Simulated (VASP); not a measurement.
# C (P6_3/mmc) in VASP: a series of runs

C is run at these levels: PBE, LDA; tasks: single point.

Everything below comes from runs of VASP 6.6.1. Logs are shortened: lines on timing, memory, paths and dates and some standing lists are left out, and cuts for length are marked.

## (1) The cell of the first run

The structure is hexagonal, space group P6_3/mmc (No. 194). Conventional cell: a = 2.503 Å, b = 2.503 Å, c = 4.169 Å, α = 90.00°, β = 90.00°, γ = 120.00°. Within 2.0 Å of C (site symmetry 3m) lie 4 C at 1.54 to 1.56 Å.

## (2) Single point, PBE

Contents of INCAR:

```
SYSTEM = C
PREC = Accurate
ENCUT = 600
EDIFF = 1E-6
ISMEAR = 0
SIGMA = 0.01
LREAL = .FALSE.
LASPH = .TRUE.
NELM = 120
ALGO = Normal
ISIF = 2
LWAVE = .FALSE.
LCHARG = .FALSE.
GGA = PE
NBANDS = 16
GGA_COMPAT = .FALSE.
```

Contents of KPOINTS:

```
Automatic mesh
0
G
  9 9 4
  0 0 0
```

Contents of POSCAR:

```
C
1.0
    2.5031953710      0.0000000000      0.0000000000
   -1.2515976855      2.1678307819      0.0000000000
    0.0000000000      0.0000000000      4.1688692747
C
4
Direct
    0.3333333333      0.6666666667      0.0002313176
    0.6666666667      0.3333333333      0.5002313176
    0.3333333333      0.6666666667      0.3747686824
    0.6666666667      0.3333333333      0.8747686824
```

Potentials or basis: VASP PAW PBE potentials, release 64 (C).

On the command line:

```sh
$ cat potpaw_PBE.64/C/POTCAR > POTCAR
$ mpirun -np 1 vasp_std > vasp.out
```

OUTCAR:

```text
SYSTEM = C
   PREC = Accurate
   ENCUT = 600
   EDIFF = 1E-6
   ISMEAR = 0
   LREAL = .FALSE.
   LASPH = .TRUE.
   NELM = 120
   ISIF = 2
   GGA = PE

 ion  position               nearest neighbor table
   1  0.333  0.667  0.000-   4 1.54   4 1.54   4 1.54   3 1.56
   2  0.667  0.333  0.500-   3 1.54   3 1.54   3 1.54   4 1.56
   3  0.333  0.667  0.375-   2 1.54   2 1.54   2 1.54   1 1.56
   4  0.667  0.333  0.875-   1 1.54   1 1.54   1 1.54   2 1.56

  LATTYP: Found a hexagonal cell.
 ALAT       =     2.5031953710
 C/A-ratio  =     1.6654190572

  Lattice vectors:

 A1 = (   2.5031953710,   0.0000000000,   0.0000000000)
 A2 = (  -1.2515976855,   2.1678307819,   0.0000000000)
 A3 = (   0.0000000000,   0.0000000000,   4.1688692747)

Analysis of symmetry for initial positions (statically):
=====================================================================
 Subroutine PRICEL returns:
 Original cell was already a primitive cell.

 Routine SETGRP: Setting up the symmetry group for a
 hexagonal supercell.

 Subroutine GETGRP returns: Found 24 space group operations
 (whereof  6 operations were pure point group operations)
 out of a pool of 24 trial point group operations.

The static configuration has the point symmetry C_3v.
 The point group associated with its full space group is D_6h.

Analysis of symmetry for dynamics (positions and initial velocities):
=====================================================================
 Subroutine PRICEL returns:
 Original cell was already a primitive cell.

 Routine SETGRP: Setting up the symmetry group for a
 hexagonal supercell.

 Subroutine GETGRP returns: Found 24 space group operations
 (whereof  6 operations were pure point group operations)
 out of a pool of 24 trial point group operations.

The dynamic configuration has the point symmetry C_3v.
 The point group associated with its full space group is D_6h.

 Subroutine INISYM returns: Found 24 space group operations
 (whereof  6 operations are pure point group operations),
 and found     1 'primitive' translations

----------------------------------------------------------------------------------------

                                     Primitive cell

  volume of cell :      22.6224

  direct lattice vectors                    reciprocal lattice vectors
     2.503195371  0.000000000  0.000000000     0.399489393  0.230645309  0.000000000
    -1.251597685  2.167830782  0.000000000     0.000000000  0.461290617  0.000000000
     0.000000000  0.000000000  4.168869275     0.000000000  0.000000000  0.239873197

  length of vectors
     2.503195371  2.503195371  4.168869275     0.461290617  0.461290617  0.239873197

  position of ions in fractional coordinates (direct lattice)
     0.333333333  0.666666667  0.000231318
     0.666666667  0.333333333  0.500231318
     0.333333333  0.666666667  0.374768682
     0.666666667  0.333333333  0.874768682

  ion indices of the primitive-cell ions
   primitive index   ion index
                 1           1
                 2           2
                 3           3
                 4           4

----------------------------------------------------------------------------------------

 KPOINTS: Automatic mesh

Automatic generation of k-mesh.
 Grid dimensions read from file:
 generate k-points for:    9    9    4

 Generating k-lattice:

  Cartesian coordinates                     Fractional coordinates (reciprocal lattice)
     0.044387710  0.025627257  0.000000000     0.111111111  0.000000000  0.000000000
     0.000000000  0.051254513  0.000000000     0.000000000  0.111111111  0.000000000
     0.000000000  0.000000000  0.059968299     0.000000000  0.000000000  0.250000000

  Length of vectors
     0.051254513  0.051254513  0.059968299

  Shift w.r.t. Gamma in fractional coordinates (k-lattice)
     0.000000000  0.000000000  0.000000000

 Subroutine IBZKPT returns following result:
 ===========================================

 Found     36 irreducible k-points:

 Following reciprocal coordinates:
            Coordinates               Weight
  0.000000  0.000000  0.000000      1.000000
  0.111111  0.000000  0.000000      6.000000
  0.222222  0.000000  0.000000      6.000000
  0.333333 -0.000000  0.000000      6.000000
  0.444444  0.000000  0.000000      6.000000
  0.111111  0.111111  0.000000      6.000000
[... 16 lines left out ...]
  0.333333  0.222222  0.250000     24.000000
  0.333333  0.333333  0.250000      4.000000
 [... further k-points ...]
   k-points           NKPTS =     36   k-points in BZ     NKDIM =     36   number of bands    NBANDS=     16
   number of dos      NEDOS =    301   number of ions     NIONS =      4
   total plane-waves  NPLWV =  14400
   dimension x,y,z NGX =    20 NGY =   20 NGZ =   36
   dimension x,y,z NGXF=    40 NGYF=   40 NGZF=   72
   ions per type =               4
   NGX,Y,Z   is equivalent  to a cutoff of  13.28, 13.28, 14.36 a.u.
   NGXF,Y,Z  is equivalent  to a cutoff of  26.57, 26.57, 28.71 a.u.
 SYSTEM =  C
   PREC   = accura    normal or accurate (medium, high low for compatibility)
   ISTART =      0    job   : 0-new  1-cont  2-samecut
   ICHARG =      2    charge: 1-file 2-atom 10-const
   ISPIN  =      1    spin polarized calculation?
   LNONCOLLINEAR =      F non collinear calculations
   LSORBIT =      F    spin-orbit coupling
   LASPH  =      T    aspherical Exc in radial PAW
   ENCUT  =  600.0 eV  44.10 Ry    6.64 a.u.   5.00  5.00  8.33*2*pi/ulx,y,z
   NELM   =    120;   NELMIN=  2; NELMDL= -5     # of ELM steps
   EDIFF  = 0.1E-05   stopping-criterion for ELM
   LREAL  =      F    real-space projection
   EDIFFG = 0.1E-04   stopping-criterion for IOM
   NSW    =      0    number of steps for IOM
   IBRION =     -1    ionic relax: 0-MD 1-quasi-New 2-CG
   NFREE  =      0    steps in history (QN), initial steepest desc. (CG)
   ISIF   =      2    stress and relaxation
   ISYM   =      2    0-nonsym 1-usesym 2-fastsym
   POTIM  = 0.5000    time-step for ionic-motion
   TEBEG  =    0.0;   TEEND  =   0.0 temperature during run
   PSTRESS=    0.0 pullay stress
   NELECT =      16.0000    total number of electrons
   NUPDOWN=      -1.0000    fix difference up-down
   EMIN   =  10.00;   EMAX   =-10.00  energy-range for DOS
   EFERMI =   0.00;   METHOD = LEGACY
   ISMEAR =     0;   SIGMA  =   0.01  broadening in eV -4-tet -1-fermi 0-gaus
   EFERMI_NEDOS =   21; number of points for ismear=-14 and -15
   IALGO  =     38    algorithm
   IMIX   =      4    mixing-type and parameters
     AMIX     =   0.40;   BMIX     =  1.00
     AMIX_MAG =   1.60;   BMIX_MAG =  1.00
  volume/ion in A,a.u.               =       5.66        38.17
  Fermi-wavevector in a.u.,A,eV,Ry     =   1.458597  2.756349 28.946471  2.127506
  Thomas-Fermi vector in A             =   2.575263
   LORBIT       =      0    0 simple, 1 ext, 2 COOP (PROOUT), +10 PAW based schemes
   GGA     = PE    functional components
   LHFCALC =     F    Hartree Fock is set to
   AEXX    =    0.0000 exact exchange contribution
   IVDW    =     0    specifies the selected vdW correction
   LEPSILON=     F    determine dielectric tensor
   LRPA    =     F    only Hartree local field effects (RPA)
 non-spin polarized calculation
 Gauss-broadening in eV      SIGMA  =   0.01
  energy-cutoff  :      600.00
  volume of cell :       22.62
 maximum number of plane-waves:       777
 NGX is ok and might be reduce to    20
   NGX =  9   NGY =  9   NGZ = 17

 number of electron      16.0000002 magnetization

 Free energy of the ion-electron system (eV)
  ---------------------------------------------------
  ext. energy  EPLUGINS =         0.00000000
  ---------------------------------------------------
  free energy    TOTEN  =       -36.27839116 eV

  energy without entropy =      -36.27839116  energy(sigma->0) =      -36.27839116

 E-fermi :  10.1130     XC(G=0): -13.2599

 val. band max:       10.0572986453   @ k =   0.0000   0.0000   0.0000
 cond. band min:      13.3689646095   @ k =   0.3333   0.3333   0.0000
 fundamental gap:      3.3116659642
 Fermi energy:        10.1130323379

 k-point     1 :       0.0000    0.0000    0.0000
  band No.  band energies     occupation
      1     -11.7679      2.00000
      2      -6.1869      2.00000
      3      -3.6592      2.00000
      4       6.9737      2.00000
      5       6.9737      2.00000
      6       9.5798      2.00000
[... 8 lines left out ...]
     15      24.2140      0.00000
     16      27.7783      0.00000

 k-point     2 :       0.1111    0.0000    0.0000
  band No.  band energies     occupation
      1     -11.4604      2.00000
      2      -5.9098      2.00000
      3      -3.3736      2.00000
      4       5.5253      2.00000
      5       6.3761      2.00000
      6       8.8279      2.00000
[... 8 lines left out ...]
     15      24.5834      0.00000
     16      26.6990      0.00000

 k-point     3 :       0.2222    0.0000    0.0000
  band No.  band energies     occupation
      1     -10.5450      2.00000
      2      -5.0838      2.00000
      3      -2.5603      2.00000
      4       2.5201      2.00000
      5       5.2107      2.00000
      6       6.2356      2.00000
[... 8 lines left out ...]
     15      24.6901      0.00000
     16      25.5501      0.00000

 k-point     4 :       0.3333   -0.0000    0.0000
  band No.  band energies     occupation
      1      -9.0499      2.00000
      2      -3.7295      2.00000
      3      -1.7806      2.00000
      4      -0.2180      2.00000
      5       3.3733      2.00000
      6       4.2049      2.00000
[... 8 lines left out ...]
     15      25.0060      0.00000
     16      26.4625      0.00000
[... 324 lines left out ...]
 k-point    22 :       0.2222    0.2222    0.2500
  band No.  band energies     occupation
      1      -7.7674      2.00000
      2      -4.6799      2.00000
      3      -0.9151      2.00000
      4       1.5752      2.00000
      5       2.0907      2.00000
      6       2.1568      2.00000
[... 8 lines left out ...]
     15      23.5809      0.00000
     16      25.7073      0.00000

 k-point    23 :       0.3333    0.2222    0.2500
  band No.  band energies     occupation
      1      -5.8958      2.00000
      2      -3.4076      2.00000
      3      -2.5000      2.00000
      4      -0.1599      2.00000
      5       0.6311      2.00000
      6       3.1067      2.00000
[... 8 lines left out ...]
     15      24.5968      0.00000
     16      26.1644      0.00000

 k-point    24 :       0.3333    0.3333    0.2500
  band No.  band energies     occupation
      1      -4.2474      2.00000
      2      -4.2474      2.00000
      3      -1.1333      2.00000
      4      -1.1333      2.00000
      5      -0.6697      2.00000
      6       2.1023      2.00000
[... 8 lines left out ...]
     15      25.5480      0.00000
     16      25.5480      0.00000

 [... further k-points ...]

------------------------ aborting loop because EDIFF is reached ----------------------------------------

  FORCE on cell =-STRESS in cart. coord.  units (eV):
  Direction    XX          YY          ZZ          XY          YZ          ZX
  --------------------------------------------------------------------------------------
  -------------------------------------------------------------------------------------
  Total        0.6300441      0.6300441      0.5071747      0.0000000      0.0000000      0.0000000
  in kB       44.6213921     44.6213921     35.9194536      0.0000000      0.0000000      0.0000000
  external PRESSURE =      41.7207460 kB  Pullay stress =       0.0000000 kB

 VOLUME and BASIS-vectors are now :
 -----------------------------------------------------------------------------
  energy-cutoff  :      600.00
  volume of cell :       22.62
      direct lattice vectors                 reciprocal lattice vectors
     2.503195371  0.000000000  0.000000000     0.399489393  0.230645309  0.000000000
    -1.251597685  2.167830782  0.000000000     0.000000000  0.461290617  0.000000000
     0.000000000  0.000000000  4.168869275     0.000000000  0.000000000  0.239873197

 POSITION                                       TOTAL-FORCE (eV/Angst)
 -----------------------------------------------------------------------------------
     -0.00000      1.44522      0.00096         0.000000     -0.000000      0.015532
      1.25160      0.72261      2.08540        -0.000000      0.000000      0.015532
     -0.00000      1.44522      1.56236         0.000000     -0.000000     -0.015532
      1.25160      0.72261      3.64680        -0.000000      0.000000     -0.015532
 -----------------------------------------------------------------------------------
    total drift:                               -0.000000      0.000000      0.000000

  FREE ENERGIE OF THE ION-ELECTRON SYSTEM (eV)
  ---------------------------------------------------
  free  energy   TOTEN  =       -36.2783911634 eV

  energy  without entropy=      -36.2783911634  energy(sigma->0) =      -36.27839116
```

Wall time 19 s (1 thread of Intel Xeon 8259CL, shared host); peak memory 0.14 GiB.

Results:

| Item | Value |
| --- | --- |
| Free energy | -36.2784 eV |
| Pressure | 4.2 GPa |
| Largest force | 0.016 eV/Å |
| Band gap on the k mesh | 3.31 eV (least direct gap 4.99 eV) |

Forces in eV/Å, atoms in the order of the input:
```
C    0.000  0.000  0.016
C    0.000  0.000  0.016
C    0.000  0.000 -0.016
C    0.000  0.000 -0.016
```

Caveat: the cell stands under pressure; an odd mesh through Γ misses points on the zone boundary, where band edges can lie.

## (3) Single point, PBE

Contents of INCAR:

```
PREC = Accurate ; ENCUT = 600
EDIFF = 1E-6 ; ISMEAR = 0
SIGMA = 0.01 ; LREAL = F
LASPH = T ; NELM = 120
ALGO = Normal ; ISIF = 2
LWAVE = F ; LCHARG = F
GGA = PE ; NBANDS = 16
GGA_COMPAT = F
```

Contents of KPOINTS:

```
Automatic mesh
0
Gamma
  9 9 4
  0 0 0.5
```

POSCAR is that of step 2.

Potentials or basis: VASP PAW PBE potentials, release 64 (C).

On the command line:

```sh
$ cat potpaw_PBE.64/C/POTCAR > POTCAR
$ mpirun -np 1 vasp_std > vasp.out
```

OUTCAR:

```text
PREC = Accurate
   ENCUT = 600
   EDIFF = 1E-6
   ISMEAR = 0
   LREAL = F
   LASPH = T
   NELM = 120
   ISIF = 2
   GGA = PE

 ion  position               nearest neighbor table
   1  0.333  0.667  0.000-   4 1.54   4 1.54   4 1.54   3 1.56
   2  0.667  0.333  0.500-   3 1.54   3 1.54   3 1.54   4 1.56
   3  0.333  0.667  0.375-   2 1.54   2 1.54   2 1.54   1 1.56
   4  0.667  0.333  0.875-   1 1.54   1 1.54   1 1.54   2 1.56

  LATTYP: Found a hexagonal cell.
 ALAT       =     2.5031953710
 C/A-ratio  =     1.6654190572

  Lattice vectors:

 A1 = (   2.5031953710,   0.0000000000,   0.0000000000)
 A2 = (  -1.2515976855,   2.1678307819,   0.0000000000)
 A3 = (   0.0000000000,   0.0000000000,   4.1688692747)

Analysis of symmetry for initial positions (statically):
=====================================================================
 Subroutine PRICEL returns:
 Original cell was already a primitive cell.

 Routine SETGRP: Setting up the symmetry group for a
 hexagonal supercell.
[... 172 lines left out ...]

 E-fermi :   9.9322     XC(G=0): -13.2599

 val. band max:        9.8690746187   @ k =   0.0000   0.0000   0.1250
 cond. band min:      13.8452602800   @ k =   0.3333   0.3333   0.1250
 fundamental gap:      3.9761856613
 Fermi energy:         9.9321667655

 k-point     1 :       0.0000    0.0000    0.1250
  band No.  band energies     occupation
      1     -11.6621      2.00000
      2      -6.9084      2.00000
      3      -2.7578      2.00000
      4       7.0567      2.00000
      5       7.0567      2.00000
      6       8.8570      2.00000
[... 433 lines left out ...]
      3      -2.0032      2.00000
      4      -2.0032      2.00000
      5      -0.1643      2.00000
      6       1.2959      2.00000
[... 8 lines left out ...]
     15      25.4819      0.00000
     16      25.4819      0.00000

------------------------ aborting loop because EDIFF is reached ----------------------------------------

  FORCE on cell =-STRESS in cart. coord.  units (eV):
  Direction    XX          YY          ZZ          XY          YZ          ZX
  --------------------------------------------------------------------------------------
  -------------------------------------------------------------------------------------
  Total        0.6232524      0.6232524      0.5168011      0.0000000     -0.0000000      0.0000000
  in kB       44.1403905     44.1403905     36.6012220      0.0000000     -0.0000000      0.0000000
  external PRESSURE =      41.6273343 kB  Pullay stress =       0.0000000 kB

 VOLUME and BASIS-vectors are now :
 -----------------------------------------------------------------------------
  energy-cutoff  :      600.00
  volume of cell :       22.62
      direct lattice vectors                 reciprocal lattice vectors
     2.503195371  0.000000000  0.000000000     0.399489393  0.230645309  0.000000000
    -1.251597685  2.167830782  0.000000000     0.000000000  0.461290617  0.000000000
     0.000000000  0.000000000  4.168869275     0.000000000  0.000000000  0.239873197

 POSITION                                       TOTAL-FORCE (eV/Angst)
 -----------------------------------------------------------------------------------
     -0.00000      1.44522      0.00096        -0.000000     -0.000000      0.015271
      1.25160      0.72261      2.08540         0.000000      0.000000      0.015271
     -0.00000      1.44522      1.56236        -0.000000     -0.000000     -0.015271
      1.25160      0.72261      3.64680         0.000000      0.000000     -0.015271
 -----------------------------------------------------------------------------------
    total drift:                               -0.000000      0.000000      0.000000

  FREE ENERGIE OF THE ION-ELECTRON SYSTEM (eV)
  ---------------------------------------------------
  free  energy   TOTEN  =       -36.2783851469 eV

  energy  without entropy=      -36.2783851469  energy(sigma->0) =      -36.27838515
```

OSZICAR:

```text
N       E                     dE             d eps       ncg     rms          rms(c)
DAV:   1     0.217936621805E+02    0.21794E+02   -0.90405E+03   768   0.109E+03
DAV:   2    -0.356879029298E+02   -0.57482E+02   -0.53041E+02  1096   0.196E+02
DAV:   3    -0.375700562471E+02   -0.18822E+01   -0.18758E+01   968   0.295E+01
DAV:   4    -0.375772342917E+02   -0.71780E-02   -0.71770E-02   920   0.227E+00
DAV:   5    -0.375772695723E+02   -0.35281E-04   -0.35280E-04   968   0.141E-01    0.784E+00
DAV:   6    -0.366045115119E+02    0.97276E+00   -0.59761E-01   944   0.488E+00    0.467E+00
DAV:   7    -0.362753660270E+02    0.32915E+00   -0.68435E-01  1016   0.544E+00    0.104E+00
DAV:   8    -0.362782561805E+02   -0.28902E-02   -0.15033E-02   832   0.799E-01    0.623E-02
DAV:   9    -0.362783453540E+02   -0.89173E-04   -0.19376E-04  1032   0.106E-01    0.304E-02
DAV:  10    -0.362783851768E+02   -0.39823E-04   -0.33150E-05   848   0.472E-02    0.891E-03
DAV:  11    -0.362783851469E+02    0.29897E-07   -0.55014E-07   872   0.625E-03
   1 F= -.36278385E+02 E0= -.36278385E+02  d E =-.359064E-21
```

stdout:

```text
POSCAR found type information on POSCAR C
 POSCAR found :  1 types and       4 ions
 scaLAPACK will be used
 LDA part: xc-table for (Slater+PW92), standard interpolation
 POSCAR, INCAR and KPOINTS ok, starting setup
 FFT: planning ... GRIDC
 FFT: planning ... GRID_SOFT
 FFT: planning ... GRID
 WAVECAR not read
 entering main loop
```

Run time: 15 s. Hardware: 1 thread of Intel Xeon 8259CL, shared host; peak memory 0.13 GiB.

Results:

```yaml
Free_energy: -36.2784 eV
Pressure: 4.2 GPa
Largest_force: 0.015 eV/Å
Band_gap_on_the_k_mesh: 3.98 eV (least direct gap 5.38 eV)
```

Forces on the atoms (eV/Å):
```
C    0.000  0.000  0.015
C    0.000  0.000  0.015
C    0.000  0.000 -0.015
C    0.000  0.000 -0.015
```

Caveat: the cell stands under pressure; a shifted mesh leaves out Γ, where band edges can lie.

[end of part 1 of 2]
